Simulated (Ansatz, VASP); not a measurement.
## Rh: VASP beside Ansatz

The input INCAR:

```
SYSTEM = Rh
PREC = Accurate
ENCUT = 520
EDIFF = 1E-6
ISMEAR = 0
SIGMA = 0.15
LREAL = .FALSE.
LASPH = .TRUE.
NELM = 100
ALGO = Fast
ISIF = 2
LWAVE = .FALSE.
LCHARG = .FALSE.
NBANDS = 38
```

Contents of KPOINTS:

```
regular mesh
0
G
  18 18 6
  0 0 0
```

File POSCAR:

```
Rh
1.0
    2.4623479726      0.0000000000      0.0000000000
   -1.2311739863      2.3013678520      0.0000000000
    0.0000000000      0.0000000000      9.3021638489
Rh
4
Direct
    0.0000000000      0.0000000000      0.0000000000
    0.3333333333      0.6666666667      0.2500000000
    0.0000000000      0.0000000000      0.5000000000
    0.6666666667      0.3333333333      0.7500000000
```

Input for Ansatz:

```yaml
crystal:
  lattice:
    - [2.4623479726, 0.0, 0.0]
    - [-1.2311739863, 2.301367852, 0.0]
    - [0.0, 0.0, 9.3021638489]
  atoms:
    - { symbol: Rh, position: [0.0, 0.0, 0.0] }
    - { symbol: Rh, position: [0.3333333333, 0.6666666667, 0.25] }
    - { symbol: Rh, position: [0.0, 0.0, 0.5] }
    - { symbol: Rh, position: [0.6666666667, 0.3333333333, 0.75] }
basis:
  ecutwfc: 420
kpoints:
  mp_grid: { grid: [18, 18, 6] }
hamiltonian:
  xc: lda
  pseudopotentials: { kind: paw, azcp: { folder: soft_1 } }
scf:
  occupations: { method: gaussian, width: 0.15 }
output:
  forces: true
  stress: true
  eigenvalues: true
```

Change from the starting cell: strain +e along x and -e along y -0.0367, strain +e along z and -e/2 along x and y +0.0733.

Alike in both runs: task single point; functional LDA; k mesh 18 × 18 × 6; occupations gaussian, width 0.15 eV; no spin polarisation.

|  | VASP | Ansatz |
| --- | --- | --- |
| version | VASP 6.6.1 | Ansatz 0.2.0 |
| potentials or method | VASP PAW LDA potentials, release 64 (Rh_pv), cutoff 520 eV | scalar-relativistic, plane waves, PAW |
| valence electrons in the cell | 60 | 68 |

|  | VASP | Ansatz | Ansatz less VASP |
| --- | --- | --- | --- |
| gap on the k mesh at the Fermi level (eV) | none | none | - |
| pressure (GPa) | 9.4 | 8.4 | -0.96 |
| traceless stress, the component that is largest in VASP (GPa) | 34.37 | 34.22 | -0.145 |
| rms of the force components (eV/Å) | 0.043 | 0.041 | -0.0011 |

Ansatz warns that its potentials were made for another functional, while VASP's fit it. LDA's correlation is that of Perdew and Zunger in VASP and of Perdew and Wang (1992) in Ansatz. Atom by atom the forces differ by 0.001 eV/Å (rms over components). A gap of «none» marks a metal or a gap that the smearing closes. VASP's potentials hold 60 valence electrons a cell and Ansatz's 68, so a difference there can come from the potentials and not from the codes.
